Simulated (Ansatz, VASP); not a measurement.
Two plane-wave programs on RbAs4

```
Rb As
1.0
     2.80941   -1.67974    0.00000
     2.80941    1.67974    0.00000
    -1.95008    0.00000   13.49272
Rb As
1 4
Direct
  0.00000 0.00000 0.00000
  0.37530 0.37530 0.22283
  0.81011 0.81011 0.41818
  0.18989 0.18989 0.58182
  0.62470 0.62470 0.77717
```

Alike in both runs: task single point; functional PBE; k mesh 6 × 6 × 2; occupations gaussian, width 0.1 eV; no spin polarisation.

|  | VASP | Ansatz |
| --- | --- | --- |
| version | VASP 6.6.1 | Ansatz 0.2.0 |
| potentials or method | VASP PAW PBE potentials, release 64 (Rb_sv, As), cutoff 520 eV | scalar-relativistic, plane waves, PAW |
| valence electrons in the cell | 29 | 69 |

|  | VASP | Ansatz | Ansatz less VASP |
| --- | --- | --- | --- |
| gap on the k mesh at the Fermi level (eV) | none | none | - |
| pressure (GPa) | -4.1 | -4.2 | -0.04 |
| traceless stress, the component that is largest in VASP (GPa) | -3.88 | -3.88 | +0.005 |
| rms of the force components (eV/Å) | 0.286 | 0.286 | -0.0002 |

Atom by atom the forces differ by 0.003 eV/Å (rms over components). A gap of «none» marks a metal or a gap that the smearing closes. VASP's potentials hold 29 valence electrons a cell and Ansatz's 69, so a difference there can come from the potentials and not from the codes.

The k mesh is coarse, so the values compare programs but aren't converged.
